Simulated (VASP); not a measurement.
# NaCl (r.bhse) (Fm-3m) in VASP: single point with HSE06

Aim: the single point of NaCl (r.bhse) with HSE06.

All numbers are computed with VASP 6.6.1; they aren't measurements. Logs are shortened: lines on timing, memory, paths and dates and some standing lists are left out, and cuts for length are marked.

## (1) The cell of the first run

It takes space group Fm-3m (No. 225, cubic). The conventional cell has a = 5.567 Å, b = 5.567 Å, c = 5.567 Å, α = 90.00°, β = 90.00°, γ = 90.00°. Within 3.7 Å of Na (site symmetry m-3m) lie 6 Cl at 2.78 Å. Cl (site symmetry m-3m) has 6 Na at 2.78 Å within 3.7 Å.

## (2) Single point, HSE06

The input, POSCAR:

```
NaCl
1.0
    0.0000000000      2.7835015695      2.7835015695
    2.7835015695      0.0000000000      2.7835015695
    2.7835015695      2.7835015695      0.0000000000
Na Cl
1 1
Direct
    0.0000000000      0.0000000000      0.0000000000
    0.5000000000      0.5000000000      0.5000000000
```

The input, INCAR.step1:

```
SYSTEM = NaCl
ALGO     = Normal         ! electronic algorithm
EDIFF    = 1E-5           ! SCF threshold, eV
ENCUT    = 400            ! plane-wave cutoff, eV
GGA      = PE             ! functional
GGA_COMPAT= .FALSE.      
ISIF     = 2              ! what is computed and relaxed
ISMEAR   = 0              ! smearing method
LASPH    = .TRUE.         ! aspherical terms in the spheres
LCHARG   = .FALSE.        ! write CHGCAR
LREAL    = .FALSE.        ! projectors in reciprocal space
LWAVE    = .TRUE.         ! write WAVECAR
NBANDS   = 14             ! bands
NELM     = 120            ! most SCF steps
PREC     = Accurate       ! precision mode
SIGMA    = 0.01           ! smearing width, eV
```

The input, INCAR.step2:

```
SYSTEM = NaCl
ALGO     = Normal         ! electronic algorithm
EDIFF    = 1E-6           ! SCF threshold, eV
ENCUT    = 400            ! plane-wave cutoff, eV
GGA      = PE             ! functional
GGA_COMPAT= .FALSE.      
HFSCREEN = 0.2079         ! screening, 1/A
ISIF     = 2              ! what is computed and relaxed
ISMEAR   = 0              ! smearing method
ISTART   = 1            
LASPH    = .TRUE.         ! aspherical terms in the spheres
LCHARG   = .FALSE.        ! write CHGCAR
LHFCALC  = .TRUE.         ! exact exchange
LREAL    = .FALSE.        ! projectors in reciprocal space
LWAVE    = .FALSE.        ! write WAVECAR
NBANDS   = 14             ! bands
NELM     = 120            ! most SCF steps
PREC     = Accurate       ! precision mode
PRECFOCK = Normal       
SIGMA    = 0.01           ! smearing width, eV
```

The input, KPOINTS:

```
k-points
0
G
  6 6 6
  0 0 0
```

Potentials or basis: VASP PAW PBE potentials, release 64 (Na_pv, Cl).

On the command line:

```bash
> cat potpaw_PBE.64/Na_pv/POTCAR potpaw_PBE.64/Cl/POTCAR > POTCAR
> cp INCAR.step1 INCAR
> mpirun -np 1 vasp_std > vasp.out
> cp INCAR.step2 INCAR
> mpirun -np 1 vasp_std > vasp.out
```

OUTCAR:

```text
SYSTEM = NaCl
   EDIFF = 1E-6
   ENCUT = 400
   GGA = PE
   HFSCREEN = 0.2079
   ISIF = 2
   ISMEAR = 0
   ISTART = 1
   LASPH = .TRUE.
   LHFCALC = .TRUE.
   LREAL = .FALSE.
   NELM = 120
   PREC = Accurate
   PRECFOCK = Normal

 ion  position               nearest neighbor table
   1  0.000  0.000  0.000-
   2  0.500  0.500  0.500-

  LATTYP: Found a face centered cubic cell.
 ALAT       =     5.5670031390

  Lattice vectors:

 A1 = (   0.0000000000,   2.7835015695,   2.7835015695)
 A2 = (   2.7835015695,   0.0000000000,   2.7835015695)
 A3 = (   2.7835015695,   2.7835015695,   0.0000000000)

Analysis of symmetry for initial positions (statically):
=====================================================================
 Subroutine PRICEL returns:
 Original cell was already a primitive cell.

 Routine SETGRP: Setting up the symmetry group for a
 face centered cubic supercell.

 Subroutine GETGRP returns: Found 48 space group operations
 (whereof 48 operations were pure point group operations)
 out of a pool of 48 trial point group operations.

The static configuration has the point symmetry O_h .

Analysis of symmetry for dynamics (positions and initial velocities):
=====================================================================
 Subroutine PRICEL returns:
 Original cell was already a primitive cell.

 Routine SETGRP: Setting up the symmetry group for a
 face centered cubic supercell.

 Subroutine GETGRP returns: Found 48 space group operations
 (whereof 48 operations were pure point group operations)
 out of a pool of 48 trial point group operations.

The dynamic configuration has the point symmetry O_h .

 Subroutine INISYM returns: Found 48 space group operations
 (whereof 48 operations are pure point group operations),
 and found     1 'primitive' translations

----------------------------------------------------------------------------------------

                                     Primitive cell

  volume of cell :      43.1325

  direct lattice vectors                    reciprocal lattice vectors
     0.000000000  2.783501569  2.783501569    -0.179629861  0.179629861  0.179629861
     2.783501569  0.000000000  2.783501569     0.179629861 -0.179629861  0.179629861
     2.783501569  2.783501569  0.000000000     0.179629861  0.179629861 -0.179629861

  length of vectors
     3.936465670  3.936465670  3.936465670     0.311128046  0.311128046  0.311128046

  position of ions in fractional coordinates (direct lattice)
     0.000000000  0.000000000  0.000000000
     0.500000000  0.500000000  0.500000000

  ion indices of the primitive-cell ions
   primitive index   ion index
                 1           1
                 2           2

----------------------------------------------------------------------------------------

 KPOINTS: k-points

Automatic generation of k-mesh.
 Grid dimensions read from file:
 generate k-points for:    6    6    6

 Generating k-lattice:

  Cartesian coordinates                     Fractional coordinates (reciprocal lattice)
    -0.029938310  0.029938310  0.029938310     0.166666667  0.000000000  0.000000000
     0.029938310 -0.029938310  0.029938310     0.000000000  0.166666667  0.000000000
     0.029938310  0.029938310 -0.029938310     0.000000000  0.000000000  0.166666667

  Length of vectors
     0.051854674  0.051854674  0.051854674

  Shift w.r.t. Gamma in fractional coordinates (k-lattice)
     0.000000000  0.000000000  0.000000000

 Subroutine IBZKPT returns following result:
 ===========================================

 Found     16 irreducible k-points:

 Following reciprocal coordinates:
            Coordinates               Weight
  0.000000  0.000000  0.000000      1.000000
  0.166667  0.000000  0.000000      8.000000
  0.333333  0.000000  0.000000      8.000000
  0.500000  0.000000  0.000000      4.000000
  0.166667  0.166667  0.000000      6.000000
  0.333333  0.166667  0.000000     24.000000
[... 8 lines left out ...]
 -0.333333  0.333333  0.166667     24.000000
 -0.333333  0.500000  0.166667     12.000000
   k-points           NKPTS =     16   k-points in BZ     NKDIM =    216   number of bands    NBANDS=     14
   number of dos      NEDOS =    301   number of ions     NIONS =      2
   total plane-waves  NPLWV =  21952
   dimension x,y,z NGX =    28 NGY =   28 NGZ =   28
   dimension x,y,z NGXF=    56 NGYF=   56 NGZF=   56
   ions per type =               1   1
   NGX,Y,Z   is equivalent  to a cutoff of  11.83, 11.83, 11.83 a.u.
   NGXF,Y,Z  is equivalent  to a cutoff of  23.65, 23.65, 23.65 a.u.
 SYSTEM =  NaCl
   PREC   = accura    normal or accurate (medium, high low for compatibility)
   ISTART =      1    job   : 0-new  1-cont  2-samecut
   ICHARG =      0    charge: 1-file 2-atom 10-const
   ISPIN  =      1    spin polarized calculation?
   LNONCOLLINEAR =      F non collinear calculations
   LSORBIT =      F    spin-orbit coupling
   LASPH  =      T    aspherical Exc in radial PAW
   ENCUT  =  400.0 eV  29.40 Ry    5.42 a.u.   6.42  6.42  6.42*2*pi/ulx,y,z
   NELM   =    120;   NELMIN=  2; NELMDL=  0     # of ELM steps
   EDIFF  = 0.1E-05   stopping-criterion for ELM
   LREAL  =      F    real-space projection
   EDIFFG = 0.1E-04   stopping-criterion for IOM
   NSW    =      0    number of steps for IOM
   IBRION =     -1    ionic relax: 0-MD 1-quasi-New 2-CG
   NFREE  =      0    steps in history (QN), initial steepest desc. (CG)
   ISIF   =      2    stress and relaxation
   ISYM   =      3    0-nonsym 1-usesym 2-fastsym
   POTIM  = 0.5000    time-step for ionic-motion
   TEBEG  =    0.0;   TEEND  =   0.0 temperature during run
   PSTRESS=    0.0 pullay stress
   NELECT =      14.0000    total number of electrons
   NUPDOWN=      -1.0000    fix difference up-down
   EMIN   =  10.00;   EMAX   =-10.00  energy-range for DOS
   EFERMI =   0.00;   METHOD = LEGACY
   ISMEAR =     0;   SIGMA  =   0.01  broadening in eV -4-tet -1-fermi 0-gaus
   EFERMI_NEDOS =   21; number of points for ismear=-14 and -15
   IALGO  =     38    algorithm
   IMIX   =      1    mixing-type and parameters
     AMIX     =   0.40;   BMIX     =  1.00
     AMIX_MAG =   1.60;   BMIX_MAG =  1.00
  volume/ion in A,a.u.               =      21.57       145.54
  Fermi-wavevector in a.u.,A,eV,Ry     =   1.125078  2.126090 17.222267  1.265801
  Thomas-Fermi vector in A             =   2.261753
   LORBIT       =      0    0 simple, 1 ext, 2 COOP (PROOUT), +10 PAW based schemes
   GGA     = PE    functional components
   LHFCALC =     T    Hartree Fock is set to
   PRECFOCK=normal    Normal, Fast or Accurate (Low or Medium for compatibility)
   ENCUT4O =  -1.0   cutoff for four orbital integrals eV
   NKREDX  =     1    reduce k-point grid by
   NKREDY  =     1    reduce k-point grid by
   NKREDZ  =     1    reduce k-point grid by
   AEXX    =    0.2500 exact exchange contribution
   HFSCREEN=    0.2079 screening length (either q_TF or 0.3 A-1)
   HFSCREENC=   0.2079 screening length for correlation (either q_TF or 0.3 A-1)
   ENCUTFOCK=  -1.0 apply spherical cutoff to Coloumb kernel
   IVDW    =     0    specifies the selected vdW correction
   LEPSILON=     F    determine dielectric tensor
   LRPA    =     F    only Hartree local field effects (RPA)
 non-spin polarized calculation
 Gauss-broadening in eV      SIGMA  =   0.01
  energy-cutoff  :      400.00
  volume of cell :       43.13
 maximum number of plane-waves:       797
 NGX is ok and might be reduce to    28
  NGX = 20; NGY = 20; NGZ = 20

 number of electron      14.0000005 magnetization

 Free energy of the ion-electron system (eV)
  ---------------------------------------------------
  ext. energy  EPLUGINS =         0.00000000
  ---------------------------------------------------
  free energy    TOTEN  =        -7.87009485 eV

  energy without entropy =       -7.87009485  energy(sigma->0) =       -7.87009485

 E-fermi :  -1.3529     XC(G=0):  -6.9329

 val. band max:       -1.4946801576   @ k =   0.0000   0.0000   0.0000
 cond. band min:       5.1412891117   @ k =   0.0000   0.0000   0.0000
 fundamental gap:      6.6359692693
 Fermi energy:        -1.3529154982

 k-point     1 :       0.0000    0.0000    0.0000
  band No.  band energies     occupation
      1     -24.2995      2.00000
      2     -24.2995      2.00000
      3     -24.2994      2.00000
      4     -15.4446      2.00000
      5      -1.4947      2.00000
      6      -1.4947      2.00000
      7      -1.4947      2.00000
      8       5.1413      0.00000
      9      11.1695      0.00000
     10      11.1695      0.00000
     11      11.1695      0.00000
     12      13.5518      0.00000
     13      13.5518      0.00000
     14      14.9387      0.00000

 k-point     2 :       0.1667    0.0000    0.0000
  band No.  band energies     occupation
      1     -24.3083      2.00000
      2     -24.3003      2.00000
      3     -24.3003      2.00000
      4     -15.3475      2.00000
      5      -2.1531      2.00000
      6      -1.5752      2.00000
      7      -1.5752      2.00000
      8       5.9921      0.00000
      9      10.3435      0.00000
     10      11.4885      0.00000
     11      11.4885      0.00000
     12      13.2202      0.00000
     13      13.2202      0.00000
     14      16.2880      0.00000

 k-point     3 :       0.3333    0.0000    0.0000
  band No.  band energies     occupation
      1     -24.3246      2.00000
      2     -24.3011      2.00000
      3     -24.3011      2.00000
      4     -15.1441      2.00000
      5      -3.2109      2.00000
      6      -1.7288      2.00000
      7      -1.7288      2.00000
      8       7.0679      0.00000
      9      10.3021      0.00000
     10      11.3413      0.00000
     11      11.3413      0.00000
     12      14.3648      0.00000
     13      14.3648      0.00000
     14      15.6564      0.00000
[... 188 lines left out ...]
 k-point    15 :      -0.3333    0.3333    0.1667
  band No.  band energies     occupation
      1     -24.3220      2.00000
      2     -24.3120      2.00000
      3     -24.3063      2.00000
      4     -14.9779      2.00000
      5      -3.1596      2.00000
      6      -2.6152      2.00000
      7      -2.1035      2.00000
      8       8.9509      0.00000
      9       9.3396      0.00000
     10      10.0998      0.00000
     11      12.1512      0.00000
     12      14.5995      0.00000
     13      16.1665      0.00000
     14      17.2427      0.00000

 k-point    16 :      -0.3333    0.5000    0.1667
  band No.  band energies     occupation
      1     -24.3185      2.00000
      2     -24.3119      2.00000
      3     -24.3104      2.00000
      4     -14.9628      2.00000
      5      -3.1316      2.00000
      6      -2.5355      2.00000
      7      -2.3060      2.00000
      8       8.5324      0.00000
      9       8.8196      0.00000
     10      10.7104      0.00000
     11      12.4126      0.00000
     12      15.7577      0.00000
     13      16.8428      0.00000
     14      16.8689      0.00000

------------------------ aborting loop because EDIFF is reached ----------------------------------------

  FORCE on cell =-STRESS in cart. coord.  units (eV):
  Direction    XX          YY          ZZ          XY          YZ          ZX
  --------------------------------------------------------------------------------------
  -------------------------------------------------------------------------------------
  Total        0.3049525      0.3049525      0.3049525      0.0000000      0.0000000      0.0000000
  in kB       11.3276112     11.3276112     11.3276112      0.0000000      0.0000000      0.0000000
  external PRESSURE =      11.3276112 kB  Pullay stress =       0.0000000 kB

 VOLUME and BASIS-vectors are now :
 -----------------------------------------------------------------------------
  energy-cutoff  :      400.00
  volume of cell :       43.13
      direct lattice vectors                 reciprocal lattice vectors
     0.000000000  2.783501569  2.783501569    -0.179629861  0.179629861  0.179629861
     2.783501569  0.000000000  2.783501569     0.179629861 -0.179629861  0.179629861
     2.783501569  2.783501569  0.000000000     0.179629861  0.179629861 -0.179629861

 POSITION                                       TOTAL-FORCE (eV/Angst)
 -----------------------------------------------------------------------------------
      0.00000      0.00000      0.00000        -0.000000      0.000000     -0.000000
      2.78350      2.78350      2.78350         0.000000     -0.000000      0.000000
 -----------------------------------------------------------------------------------
    total drift:                                0.000001      0.000001      0.000001

  FREE ENERGIE OF THE ION-ELECTRON SYSTEM (eV)
  ---------------------------------------------------
  free  energy   TOTEN  =        -7.8700948498 eV

  energy  without entropy=       -7.8700948498  energy(sigma->0) =       -7.87009485
```

Wall time 13 min (1 thread of Intel Xeon Platinum 8488C (Sapphire Rapids), shared host); peak memory 0.25 GiB.

Results:

- Free energy: -7.8701 eV
- Pressure: 1.1 GPa
- Band gap on the k mesh: 6.64 eV, direct

Levels at points of the mesh, in eV from the valence-band top:
| k point | band 3 | band 4 | band 5 | band 6 | band 7 | band 8 | band 9 | band 10 | band 11 | band 12 |
| --- | --- | --- | --- | --- | --- | --- | --- | --- | --- | --- |
| (0.00, 0.00, 0.00) | -22.80 | -13.95 | 0.00 | 0.00 | 0.00 | 6.64 | 12.66 | 12.66 | 12.66 | 15.05 |
| (0.50, 0.00, 0.00) | -22.81 | -13.54 | -2.17 | -0.31 | -0.31 | 8.70 | 12.58 | 12.60 | 12.60 | 16.84 |
| (0.50, 0.50, 0.00) | -22.81 | -13.48 | -1.89 | -0.69 | -0.69 | 9.11 | 9.38 | 13.19 | 16.85 | 16.85 |

Caveat: the PAW data sets were made with another functional, which shifts forces and pressure a little.
